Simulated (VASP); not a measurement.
# PtS2 (P-3m1) in VASP: a series of runs

Runs on PtS2. Level: PBE. Tasks: relaxation of the atoms.

All numbers are computed with VASP 6.6.1; they aren't measurements. Logs are shortened: lines on timing, memory, paths and dates and some standing lists are left out, and cuts for length are marked.

## Step 1: The cell of the first run

The structure is trigonal, space group P-3m1 (No. 164). The conventional cell has a = 3.586 Å, b = 3.586 Å, c = 5.947 Å, α = 90.00°, β = 90.00°, γ = 120.00°. Within 3.1 Å of Pt (site symmetry -3m) lie 6 S at 2.36 Å. Within 3.1 Å of S (site symmetry 3m) lie 3 Pt at 2.36 Å and 3 S at 3.06 Å.

## Step 2: Relaxation of the atoms, PBE (22.07 Å³/atom)

Contents of INCAR:

```
ALGO = Normal ; EDIFF = 1E-6
EDIFFG = -0.01 ; ENCUT = 520
GGA = PE ; IBRION = 2
ISIF = 2 ; ISMEAR = 0
LASPH = True ; LCHARG = False
LREAL = False ; LWAVE = False
NELM = 80 ; NSW = 50
PREC = Accurate ; SIGMA = 0.05
```

Contents of KPOINTS:

```
k-points
0
Gamma
  12 12 6
```

Contents of POSCAR:

```
PtS2
1.0
    3.5857041036      0.0000000000      0.0000000000
   -1.7928520518      3.1053108442      0.0000000000
    0.0000000000      0.0000000000      5.9465316855
Pt S
1 2
Direct
    0.0000000000      0.0000000000      0.0000000000
    0.3333333333      0.6666666667      0.1889525212
    0.6666666667      0.3333333333      0.8110474788
```

Potentials or basis: VASP PAW PBE potentials, release 64 (Pt, S).

Started as:

```sh
> cat potpaw_PBE.64/Pt/POTCAR potpaw_PBE.64/S/POTCAR > POTCAR
> mpirun -np 1 vasp_std > vasp.out
```

OUTCAR:

```text
EDIFF = 1E-6
   EDIFFG = -0.01
   ENCUT = 520
   GGA = PE
   IBRION = 2
   ISIF = 2
   ISMEAR = 0
   LASPH = True
   LREAL = False
   NELM = 80
   NSW = 50
   PREC = Accurate

 ion  position               nearest neighbor table
   1  0.000  0.000  0.000-   2 2.36   3 2.36   3 2.36   2 2.36   3 2.36   2 2.36
   2  0.333  0.667  0.189-   1 2.36   1 2.36   1 2.36
   3  0.667  0.333  0.811-   1 2.36   1 2.36   1 2.36

  LATTYP: Found a hexagonal cell.
 ALAT       =     3.5857041036
 C/A-ratio  =     1.6584000000

  Lattice vectors:

 A1 = (   3.5857041036,   0.0000000000,   0.0000000000)
 A2 = (  -1.7928520518,   3.1053108442,   0.0000000000)
 A3 = (   0.0000000000,   0.0000000000,   5.9465316855)

Analysis of symmetry for initial positions (statically):
=====================================================================
 Subroutine PRICEL returns:
 Original cell was already a primitive cell.

 Routine SETGRP: Setting up the symmetry group for a
 hexagonal supercell.

 Subroutine GETGRP returns: Found 12 space group operations
 (whereof 12 operations were pure point group operations)
 out of a pool of 24 trial point group operations.

The static configuration has the point symmetry D_3d.

Analysis of symmetry for dynamics (positions and initial velocities):
=====================================================================
 Subroutine PRICEL returns:
 Original cell was already a primitive cell.

 Routine SETGRP: Setting up the symmetry group for a
 hexagonal supercell.

 Subroutine GETGRP returns: Found 12 space group operations
 (whereof 12 operations were pure point group operations)
 out of a pool of 24 trial point group operations.

The dynamic configuration has the point symmetry D_3d.

 Subroutine INISYM returns: Found 12 space group operations
 (whereof 12 operations are pure point group operations),
 and found     1 'primitive' translations

----------------------------------------------------------------------------------------

                                     Primitive cell

  volume of cell :      66.2130

  direct lattice vectors                    reciprocal lattice vectors
     3.585704104  0.000000000  0.000000000     0.278885254  0.161014477  0.000000000
    -1.792852052  3.105310844  0.000000000     0.000000000  0.322028953  0.000000000
     0.000000000  0.000000000  5.946531686     0.000000000  0.000000000  0.168165252

  length of vectors
     3.585704104  3.585704104  5.946531686     0.322028953  0.322028953  0.168165252

  position of ions in fractional coordinates (direct lattice)
     0.000000000  0.000000000  0.000000000
     0.333333333  0.666666667  0.188952521
     0.666666667  0.333333333  0.811047479

  ion indices of the primitive-cell ions
   primitive index   ion index
                 1           1
                 2           2
                 3           3

----------------------------------------------------------------------------------------

 KPOINTS: k-points

Automatic generation of k-mesh.
 Grid dimensions read from file:
 generate k-points for:   12   12    6

 Generating k-lattice:

  Cartesian coordinates                     Fractional coordinates (reciprocal lattice)
     0.023240438  0.013417873  0.000000000     0.083333333 -0.000000000  0.000000000
     0.000000000  0.026835746  0.000000000     0.000000000  0.083333333  0.000000000
     0.000000000  0.000000000  0.028027542     0.000000000  0.000000000  0.166666667

  Length of vectors
     0.026835746  0.026835746  0.028027542

  Shift w.r.t. Gamma in fractional coordinates (k-lattice)
     0.000000000  0.000000000  0.000000000

 Subroutine IBZKPT returns following result:
 ===========================================

 Found    100 irreducible k-points:

 Following reciprocal coordinates:
            Coordinates               Weight
  0.000000  0.000000  0.000000      1.000000
  0.083333  0.000000  0.000000      6.000000
  0.166667  0.000000  0.000000      6.000000
  0.250000  0.000000  0.000000      6.000000
  0.333333  0.000000  0.000000      6.000000
  0.416667  0.000000  0.000000      6.000000
[... 16 lines left out ...]
  0.166667  0.000000  0.166667      6.000000
  0.000000  0.166667  0.166667      6.000000
 [... further k-points ...]
   k-points           NKPTS =    100   k-points in BZ     NKDIM =    100   number of bands    NBANDS=     15
   number of dos      NEDOS =    301   number of ions     NIONS =      3
   total plane-waves  NPLWV =  37632
   dimension x,y,z NGX =    28 NGY =   28 NGZ =   48
   dimension x,y,z NGXF=    56 NGYF=   56 NGZF=   96
   ions per type =               1   2
   NGX,Y,Z   is equivalent  to a cutoff of  12.98, 12.98, 13.42 a.u.
   NGXF,Y,Z  is equivalent  to a cutoff of  25.96, 25.96, 26.84 a.u.
 SYSTEM =  unknown system
   PREC   = accura    normal or accurate (medium, high low for compatibility)
   ISTART =      0    job   : 0-new  1-cont  2-samecut
   ICHARG =      2    charge: 1-file 2-atom 10-const
   ISPIN  =      1    spin polarized calculation?
   LNONCOLLINEAR =      F non collinear calculations
   LSORBIT =      F    spin-orbit coupling
   LASPH  =      T    aspherical Exc in radial PAW
   ENCUT  =  520.0 eV  38.22 Ry    6.18 a.u.   6.67  6.67 11.06*2*pi/ulx,y,z
   NELM   =     80;   NELMIN=  2; NELMDL= -5     # of ELM steps
   EDIFF  = 0.1E-05   stopping-criterion for ELM
   LREAL  =      F    real-space projection
   EDIFFG = -.1E-01   stopping-criterion for IOM
   NSW    =     50    number of steps for IOM
   IBRION =      2    ionic relax: 0-MD 1-quasi-New 2-CG
   NFREE  =      1    steps in history (QN), initial steepest desc. (CG)
   ISIF   =      2    stress and relaxation
   ISYM   =      2    0-nonsym 1-usesym 2-fastsym
   POTIM  = 0.5000    time-step for ionic-motion
   TEBEG  =    0.0;   TEEND  =   0.0 temperature during run
   PSTRESS=    0.0 pullay stress
   NELECT =      22.0000    total number of electrons
   NUPDOWN=      -1.0000    fix difference up-down
   EMIN   =  10.00;   EMAX   =-10.00  energy-range for DOS
   EFERMI =   0.00;   METHOD = LEGACY
   ISMEAR =     0;   SIGMA  =   0.05  broadening in eV -4-tet -1-fermi 0-gaus
   EFERMI_NEDOS =   21; number of points for ismear=-14 and -15
   IALGO  =     38    algorithm
   IMIX   =      4    mixing-type and parameters
     AMIX     =   0.40;   BMIX     =  1.00
     AMIX_MAG =   1.60;   BMIX_MAG =  1.00
  volume/ion in A,a.u.               =      22.07       148.94
  Fermi-wavevector in a.u.,A,eV,Ry     =   1.133882  2.142727 17.492861  1.285689
  Thomas-Fermi vector in A             =   2.270586
   LORBIT       =      0    0 simple, 1 ext, 2 COOP (PROOUT), +10 PAW based schemes
   GGA     = PE    functional components
   LHFCALC =     F    Hartree Fock is set to
   AEXX    =    0.0000 exact exchange contribution
   IVDW    =     0    specifies the selected vdW correction
   LEPSILON=     F    determine dielectric tensor
   LRPA    =     F    only Hartree local field effects (RPA)
 conjugate gradient relaxation of ions
 non-spin polarized calculation
 Gauss-broadening in eV      SIGMA  =   0.05
  energy-cutoff  :      520.00
  volume of cell :       66.21
 maximum number of plane-waves:      1810
 NGX is ok and might be reduce to    28
   NGX = 13   NGY = 13   NGZ = 23

--------------------------------------- Ionic step        1  -------------------------------------------

 number of electron      22.0000000 magnetization

 Free energy of the ion-electron system (eV)
  ---------------------------------------------------
  ext. energy  EPLUGINS =         0.00000000
  ---------------------------------------------------
  free energy    TOTEN  =       -15.34563568 eV

  energy without entropy =      -15.34563568  energy(sigma->0) =      -15.34563568

------------------------ aborting loop because EDIFF is reached ----------------------------------------

  FORCE on cell =-STRESS in cart. coord.  units (eV):
  Direction    XX          YY          ZZ          XY          YZ          ZX
  --------------------------------------------------------------------------------------
  -------------------------------------------------------------------------------------
  Total        2.4070255      2.4070255      2.8164851      0.0000000      0.0000000      0.0000000
  in kB       58.2435740     58.2435740     68.1513981      0.0000000      0.0000000      0.0000000
  external PRESSURE =      61.5461820 kB  Pullay stress =       0.0000000 kB
[... 59 lines left out ...]
  energy  without entropy=      -15.4458094097  energy(sigma->0) =      -15.44580941

--------------------------------------- Ionic step        3  -------------------------------------------

 number of electron      21.9999998 magnetization

 Free energy of the ion-electron system (eV)
  ---------------------------------------------------
  ext. energy  EPLUGINS =         0.00000000
  ---------------------------------------------------
  free energy    TOTEN  =       -15.46095932 eV

  energy without entropy =      -15.46095932  energy(sigma->0) =      -15.46095932

 E-fermi :   4.3081     XC(G=0):  -9.4313

 val. band max:        4.0459852602   @ k =   0.0000   0.1667   0.1667
 cond. band min:       5.2969640573   @ k =   0.0000   0.2500   0.3333
 fundamental gap:      1.2509787971
 Fermi energy:         4.3081422486

 k-point     1 :       0.0000    0.0000    0.0000
  band No.  band energies     occupation
      1     -10.2370      2.00000
      2      -7.8923      2.00000
      3      -1.7733      2.00000
      4      -1.7733      2.00000
      5      -1.5897      2.00000
      6       0.9287      2.00000
      7       0.9287      2.00000
      8       2.8005      2.00000
      9       3.4776      2.00000
     10       3.4776      2.00000
     11       3.7638      2.00000
     12       6.8980      0.00000
     13       6.8980      0.00000
     14       9.4011      0.00000
     15       9.7530      0.00000
[... 397 lines left out ...]
 k-point    24 :       0.0000    0.1667    0.1667
  band No.  band energies     occupation
      1      -9.8945      2.00000
      2      -8.0204      2.00000
      3      -1.7135      2.00000
      4      -1.5735      2.00000
      5      -1.1469      2.00000
      6       0.3549      2.00000
      7       0.7132      2.00000
      8       2.0176      2.00000
      9       3.4284      2.00000
     10       3.5354      2.00000
     11       4.0460      2.00000
     12       5.8036      0.00000
     13       6.5591      0.00000
     14      10.4980      0.00000
     15      10.6773      0.00000

 [... further k-points ...]

------------------------ aborting loop because EDIFF is reached ----------------------------------------

  FORCE on cell =-STRESS in cart. coord.  units (eV):
  Direction    XX          YY          ZZ          XY          YZ          ZX
  --------------------------------------------------------------------------------------
  -------------------------------------------------------------------------------------
  Total       -0.2036002     -0.2036002      0.0819453      0.0000000     -0.0000000      0.0000000
  in kB       -4.9265810     -4.9265810      1.9828581      0.0000000     -0.0000000      0.0000000
  external PRESSURE =      -2.6234346 kB  Pullay stress =       0.0000000 kB
[... 18 lines left out ...]
  FREE ENERGIE OF THE ION-ELECTRON SYSTEM (eV)
  ---------------------------------------------------
  free  energy   TOTEN  =       -15.4609593165 eV

  energy  without entropy=      -15.4609593165  energy(sigma->0) =      -15.46095932

 reached required accuracy - stopping structural energy minimisation
```

It took 4.1 min on 1 thread of Oxide Virtual Turin-like, shared host; peak memory 0.22 GiB.

Results:

```yaml
Free_energy: -15.4610 eV
Energy_gained_by_relaxing: 38.4 meV/atom
Ionic_steps: 3
Pressure_after_relaxing: -0.3 GPa
Band_gap_on_the_k_mesh: 1.25 eV (least direct gap 1.38 eV)
```

Stress tensor (GPa, compression positive):
```
-0.49  0.00  0.00
 0.00 -0.49  0.00
 0.00  0.00  0.20
```

Step by step:
```tsv
step	energy change (eV)	largest force (eV/Å)	pressure (GPa)
1	0.0000	1.2418	6.15
2	-0.1002	0.4400	1.98
3	-0.1153	0.0004	-0.26
```

Final structure:
```cif
data_structure
_symmetry_space_group_name_H-M 'P 1'
_symmetry_Int_Tables_number 1
_cell_length_a 3.5857
_cell_length_b 3.5857
_cell_length_c 5.9465
_cell_angle_alpha 90.000
_cell_angle_beta 90.000
_cell_angle_gamma 120.000
_cell_volume 66.21
loop_
_atom_site_label
_atom_site_type_symbol
_atom_site_fract_x
_atom_site_fract_y
_atom_site_fract_z
_atom_site_occupancy
Pt1 Pt 0.00000 0.00000 0.00000 1
S1 S 0.33333 0.66667 0.20489 1
S2 S 0.66667 0.33333 0.79511 1
```

Levels at points of the mesh, in eV from the valence-band top:
```csv
k point,band 8,band 9,band 10,band 11,band 12,band 13,band 14,band 15
"(0.00, 0.00, 0.00)",-1.25,-0.57,-0.57,-0.28,2.85,2.85,5.36,5.71
"(0.50, 0.00, 0.00)",-2.38,-2.36,-1.94,-1.91,2.33,2.79,5.48,6.70
"(0.00, 0.00, 0.50)",-1.47,-0.82,-0.61,-0.61,2.95,2.95,5.81,6.94
"(0.50, 0.00, 0.50)",-2.43,-2.29,-2.03,-1.34,2.56,2.59,5.24,6.24
```

Caveat: spin-orbit coupling is left out, which moves the levels of the heavy elements; this functional lacks dispersion, which binds the layers, so the pressure and a relaxed spacing across them are unreliable. A k mesh can miss the band edges.

## Step 3: Relaxation of the atoms, PBE (22.07 Å³/atom)

Contents of INCAR:

```
ALGO = Normal ; EDIFF = 1E-6
EDIFFG = -0.01 ; ENCUT = 520
GGA = PE ; IBRION = 2
ISIF = 2 ; ISMEAR = 0
LASPH = T ; LCHARG = F
LREAL = F ; LWAVE = F
NELM = 100 ; NSW = 50
PREC = Accurate ; SIGMA = 0.05
```

KPOINTS is that of step 2.

Contents of POSCAR:

```
PtS2
1.0
    3.6960950457      0.0000000000      0.0000000000
   -1.8480475228      3.2009122044      0.0000000000
    0.0000000000      0.0000000000      5.5966271182
Pt S
1 2
Direct
    0.0000000000      0.0000000000      0.0000000000
    0.3333333333      0.6666666667      0.1889525212
    0.6666666667      0.3333333333      0.8110474788
```

Potentials or basis: VASP PAW PBE potentials, release 64 (Pt, S).

Started as:

```sh
> cat potpaw_PBE.64/Pt/POTCAR potpaw_PBE.64/S/POTCAR > POTCAR
> mpirun -np 1 vasp_std > vasp.out
```

OUTCAR:

```text
EDIFF = 1E-6
   EDIFFG = -0.01
   ENCUT = 520
   GGA = PE
   IBRION = 2
   ISIF = 2
   ISMEAR = 0
   LASPH = T
   LREAL = F
   NELM = 100
   NSW = 50
   PREC = Accurate

 ion  position               nearest neighbor table
   1  0.000  0.000  0.000-   2 2.38   3 2.38   2 2.38   3 2.38   3 2.38   2 2.38
   2  0.333  0.667  0.189-   1 2.38   1 2.38   1 2.38
   3  0.667  0.333  0.811-   1 2.38   1 2.38   1 2.38

  LATTYP: Found a hexagonal cell.
 ALAT       =     3.6960950457
 C/A-ratio  =     1.5142000000

  Lattice vectors:

 A1 = (   3.6960950457,   0.0000000000,   0.0000000000)
 A2 = (  -1.8480475228,   3.2009122044,   0.0000000000)
 A3 = (   0.0000000000,   0.0000000000,   5.5966271182)

Analysis of symmetry for initial positions (statically):
=====================================================================
 Subroutine PRICEL returns:
 Original cell was already a primitive cell.

 Routine SETGRP: Setting up the symmetry group for a
 hexagonal supercell.

 Subroutine GETGRP returns: Found 12 space group operations
 (whereof 12 operations were pure point group operations)
 out of a pool of 24 trial point group operations.

The static configuration has the point symmetry D_3d.

Analysis of symmetry for dynamics (positions and initial velocities):
=====================================================================
 Subroutine PRICEL returns:
 Original cell was already a primitive cell.

[... 236 lines left out ...]
  ext. energy  EPLUGINS =         0.00000000
  ---------------------------------------------------
  free energy    TOTEN  =       -15.37603310 eV

  energy without entropy =      -15.37603310  energy(sigma->0) =      -15.37603310

 E-fermi :   4.4079     XC(G=0):  -9.5024

 val. band max:        4.1995062108   @ k =   0.0000   0.1667   0.1667
 cond. band min:       5.1699525032   @ k =   0.0000   0.2500   0.3333
 fundamental gap:      0.9704462923
 Fermi energy:         4.4079084135

 k-point     1 :       0.0000    0.0000    0.0000
  band No.  band energies     occupation
      1     -10.1134      2.00000
      2      -7.6297      2.00000
      3      -1.7612      2.00000
      4      -1.7612      2.00000
      5      -1.3259      2.00000
      6       1.0296      2.00000
      7       1.0296      2.00000
      8       2.9485      2.00000
      9       3.3377      2.00000
     10       3.3377      2.00000
     11       3.9930      2.00000
     12       6.7098      0.00000
     13       6.7098      0.00000
     14       9.1615      0.00000
[... 401 lines left out ...]
      2      -7.8118      2.00000
      3      -1.6248      2.00000
      4      -1.5577      2.00000
      5      -0.8902      2.00000
      6       0.4853      2.00000
      7       0.8114      2.00000
      8       2.0577      2.00000
      9       3.3569      2.00000
     10       3.4045      2.00000
     11       4.1995      2.00000
     12       5.7178      0.00000
     13       6.3928      0.00000
     14      10.0737      0.00000
     15      10.4798      0.00000

 [... further k-points ...]

------------------------ aborting loop because EDIFF is reached ----------------------------------------

  FORCE on cell =-STRESS in cart. coord.  units (eV):
  Direction    XX          YY          ZZ          XY          YZ          ZX
  --------------------------------------------------------------------------------------
  -------------------------------------------------------------------------------------
  Total       -2.4288915     -2.4288915      0.0635152     -0.0000000      0.0000000      0.0000000
  in kB      -58.7726704    -58.7726704      1.5368984     -0.0000000      0.0000000      0.0000000
  external PRESSURE =     -38.6694808 kB  Pullay stress =       0.0000000 kB
[... 18 lines left out ...]
  FREE ENERGIE OF THE ION-ELECTRON SYSTEM (eV)
  ---------------------------------------------------
  free  energy   TOTEN  =       -15.3760331024 eV

  energy  without entropy=      -15.3760331023  energy(sigma->0) =      -15.37603310

 reached required accuracy - stopping structural energy minimisation
```

OSZICAR:

```text
N       E                     dE             d eps       ncg     rms          rms(c)
DAV:   1     0.121405418954E+03    0.12141E+03   -0.10267E+04  3040   0.128E+03
DAV:   2    -0.105523856396E+02   -0.13196E+03   -0.12880E+03  3820   0.243E+02
DAV:   3    -0.166012529947E+02   -0.60489E+01   -0.60200E+01  3854   0.572E+01
[... 24 lines left out ...]
DAV:   3    -0.153761011698E+02    0.32290E-03   -0.31898E-03  3770   0.559E-01    0.326E-01
DAV:   4    -0.153760556593E+02    0.45511E-04   -0.74900E-04  3791   0.265E-01    0.156E-01
DAV:   5    -0.153760426025E+02    0.13057E-04   -0.20272E-04  3749   0.143E-01    0.366E-02
DAV:   6    -0.153760334941E+02    0.91084E-05   -0.40405E-05  3448   0.438E-02    0.332E-02
DAV:   7    -0.153760331024E+02    0.39177E-06   -0.53226E-06  3833   0.151E-02
   3 F= -.15376033E+02 E0= -.15376033E+02  d E =-.116803E+00
```

Wall time 2.7 min (1 thread of Oxide Virtual Turin-like, shared host); peak memory 0.21 GiB.

Results:

- Free energy: -15.3760 eV
- Energy gained by relaxing: 38.9 meV/atom
- Ionic steps: 3
- Pressure after relaxing: -3.9 GPa
- Largest force after relaxing: 0.003 eV/Å
- Band gap on the k mesh: 0.97 eV (least direct gap 1.10 eV)

Forces in eV/Å, atoms in the order of the input:
```
Pt   0.000  0.000  0.000
S    0.000  0.000 -0.003
S    0.000  0.000  0.003
```

Stress tensor (GPa, compression positive):
```
-5.88  0.00  0.00
 0.00 -5.88  0.00
 0.00  0.00  0.15
```

Step by step:
| step | energy change (eV) | largest force (eV/Å) | pressure (GPa) |
| --- | --- | --- | --- |
| 1 | 0.0000 | 1.1715 | 2.15 |
| 2 | -0.0945 | 0.5060 | -1.32 |
| 3 | -0.1168 | 0.0034 | -3.87 |

Final structure:
```
Pt S
1.0
     3.69610    0.00000    0.00000
    -1.84805    3.20091    0.00000
     0.00000    0.00000    5.59663
Pt S
1 2
Direct
  0.00000 0.00000 0.00000
  0.33333 0.66667 0.20706
  0.66667 0.33333 0.79294
```

Caveat: spin-orbit coupling is left out, which moves the levels of the heavy elements; this functional lacks dispersion, which binds the layers, so the pressure and a relaxed spacing across them are unreliable. A k mesh can miss the band edges.

[end of part 1 of 2]
